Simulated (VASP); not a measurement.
A run of VASP 6.6.1 is set up as follows.

The input POSCAR:

```
PtS2
1.0
    1.7391392326      1.0040925041      5.0958703778
   -1.7391392326      1.0040925041      5.0958703778
    0.0000000000     -2.0081850081      5.0958703778
Pt S
1 2
Direct
   -0.0026256460     -0.0026256460     -0.0026256460
    0.4255983386      0.4255983386      0.4255983386
    0.2436939740      0.2436939740      0.2436939740
```

File INCAR.step1:

```
SYSTEM = PtS2
PREC     = Accurate       ! precision mode
ENCUT    = 520            ! plane-wave cutoff, eV
ISMEAR   = -1             ! smearing method
SIGMA    = 0.02           ! smearing width, eV
LREAL    = .False.        ! projectors in reciprocal space
LASPH    = .True.         ! aspherical terms in the spheres
NELM     = 100            ! most SCF steps
NBANDS   = 18             ! bands
GGA      = PE             ! functional
ALGO     = Normal         ! electronic algorithm
EDIFF    = 1E-4           ! SCF threshold, eV
LWAVE    = .True.         ! write WAVECAR
LCHARG   = .False.        ! write CHGCAR
```

The input INCAR.step2:

```
SYSTEM = PtS2
PREC     = Accurate       ! precision mode
ENCUT    = 520            ! plane-wave cutoff, eV
EDIFF    = 1E-6           ! SCF threshold, eV
ISMEAR   = -1             ! smearing method
SIGMA    = 0.02           ! smearing width, eV
LREAL    = .False.        ! projectors in reciprocal space
LASPH    = .True.         ! aspherical terms in the spheres
NELM     = 100            ! most SCF steps
ALGO     = Normal         ! electronic algorithm
ISIF     = 2              ! what is computed and relaxed
LWAVE    = .False.        ! write WAVECAR
LCHARG   = .False.        ! write CHGCAR
METAGGA  = R2SCAN         ! meta-GGA
LMIXTAU  = .True.       
NBANDS   = 18             ! bands
ISTART   = 1
```

The input KPOINTS:

```
Automatic mesh
0
Gamma
  4 4 4
  0 0 0
```

Potentials or basis: VASP PAW PBE potentials, release 64 (Pt, S).

Command:

```console
$ cat potpaw_PBE.64/Pt/POTCAR potpaw_PBE.64/S/POTCAR > POTCAR
$ cp INCAR.step1 INCAR
$ mpirun -np 1 vasp_std > vasp.out
$ cp INCAR.step2 INCAR
$ mpirun -np 1 vasp_std > vasp.out
```

Q: What does it give for the pressure?

A: 1.5 GPa.

Q: Estimate the band gap on the k mesh.

A: Zero (band 11 reaches 7.77 eV, above the bottom of band 12 at 7.18 eV).

Q: Predict the largest force.

A: 0.111 eV/Å.

Stress tensor (GPa, compression positive):
```
0.87 0.00 0.00
0.00 0.87 0.00
0.00 0.00 2.80
```

Caveat: the k points lie up to 0.53 Å⁻¹ apart; the PAW data sets were made with another functional, which shifts forces and pressure a little; spin-orbit coupling is left out, which moves the levels of the heavy elements.
